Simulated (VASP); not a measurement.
AgCl, 4 atoms in the cell. The typed cell holds 4 atoms: a = 3.927 Å, b = 4.003 Å, c = 5.599 Å, α = 90.00°, β = 95.63°, γ = 90.00°.  This cell differs from its parent crystal: atoms moved at random.

* Program: VASP 6.6.1
* Task: single point
* Functional: PBE
* Potentials or basis: VASP PAW PBE potentials, release 64 (Ag, Cl)
* Cutoff: 520 eV
* k mesh: 7 × 7 × 5
* Occupations: fermi-dirac, width 0.05 eV
* Spin: no spin polarisation
* Dipole correction: no
* Further INCAR settings: ALGO = Normal; EDIFF = 1e-06; NBANDS = 26

Potentials or basis: VASP PAW PBE potentials, release 64 (Ag, Cl).

The run is started by

```sh
$ cat potpaw_PBE.64/Ag/POTCAR potpaw_PBE.64/Cl/POTCAR > POTCAR
$ mpirun -np 1 vasp_std > vasp.out
```

Hardware: 1 thread of Intel(R) Xeon(R) Platinum 8259CL CPU @ 2.50GHz (Skylake/Cascade Lake) (shared host).

Task: Estimate the wall time of this run.

Result: Run time: 3.1 min on 1 thread of Intel(R) Xeon(R) Platinum 8259CL CPU @ 2.50GHz (Skylake/Cascade Lake) (shared host), peak memory 0.35 GiB. Counts: scf iterations 13, k points 123.
